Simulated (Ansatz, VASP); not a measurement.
# Ca3H2Pt in VASP and in Ansatz

Contents of INCAR:

```
  PREC = Accurate
  ENCUT = 520
  EDIFF = 1E-7
  ISMEAR = 0
  SIGMA = 0.1
  LREAL = F
  LASPH = T
  NELM = 100
  ALGO = Normal
  ISIF = 2
  LWAVE = F
  LCHARG = F
  GGA = PE
  NBANDS = 30
```

KPOINTS

```
Automatic mesh
0
Gamma
  6 6 2
```

File POSCAR:

```
Ca3H2Pt
1.0
    3.1957126300      0.0000000000      0.0000000000
    0.0000000000      3.1957126300      0.0000000000
    0.0000000000      0.0000000000      9.5542483700
Ca H Pt
3 2 1
Direct
    0.5000000000      0.5000000000      0.1837450000
    0.5000000000      0.5000000000      0.5000000000
    0.5000000000      0.5000000000      0.8162550000
    0.0000000000      0.0000000000      0.3342649900
    0.0000000000      0.0000000000      0.6657350100
    0.0000000000      0.0000000000      0.0000000000
```

Input for Ansatz:

```yaml
crystal:
  lattice:
    - [3.19571263, 0.0, 0.0]
    - [0.0, 3.19571263, 0.0]
    - [0.0, 0.0, 9.55424837]
  atoms:
    - { symbol: Ca, position: [0.5, 0.5, 0.183745] }
    - { symbol: Ca, position: [0.5, 0.5, 0.5] }
    - { symbol: Ca, position: [0.5, 0.5, 0.816255] }
    - { symbol: H, position: [0.0, 0.0, 0.33426499] }
    - { symbol: H, position: [0.0, 0.0, 0.66573501] }
    - { symbol: Pt, position: [0.0, 0.0, 0.0] }
basis:
  ecutwfc: 420
kpoints:
  mp_grid: { grid: [6, 6, 2] }
hamiltonian:
  xc: pbe
scf:
  occupations: { method: gaussian, width: 0.1 }
  lower_state_search: "off"
output:
  forces: true
  stress: true
  eigenvalues: true
```

Change from the starting cell: species swapped into the Al3Ni2Pt type (P4/mmm, No. 123).

Alike in both runs: task single point; functional PBE; k mesh 6 × 6 × 2; occupations gaussian, width 0.1 eV; no spin polarisation.

|  | VASP | Ansatz |
| --- | --- | --- |
| version | VASP 6.6.1 | Ansatz 0.2.0 |
| potentials or method | VASP PAW PBE potentials, release 64 (Ca_sv, H, Pt), cutoff 520 eV | scalar-relativistic, plane waves, PAW |
| valence electrons in the cell | 42 | 50 |

|  | VASP | Ansatz | Ansatz less VASP |
| --- | --- | --- | --- |
| gap on the k mesh at the Fermi level (eV) | none | none | - |
| pressure (GPa) | 8.9 | 8.8 | -0.13 |
| traceless stress, the component that is largest in VASP (GPa) | 0.78 | 0.76 | -0.018 |
| rms of the force components (eV/Å) | 0.170 | 0.173 | +0.0032 |

Atom by atom the forces differ by 0.005 eV/Å (rms over components). A gap of «none» marks a metal or a gap that the smearing closes. With one functional, cell and mesh, what is left measures potentials, basis and numerics. VASP's potentials hold 42 valence electrons a cell and Ansatz's 50, so a difference there can come from the potentials and not from the codes.

Spin-orbit coupling is off throughout.
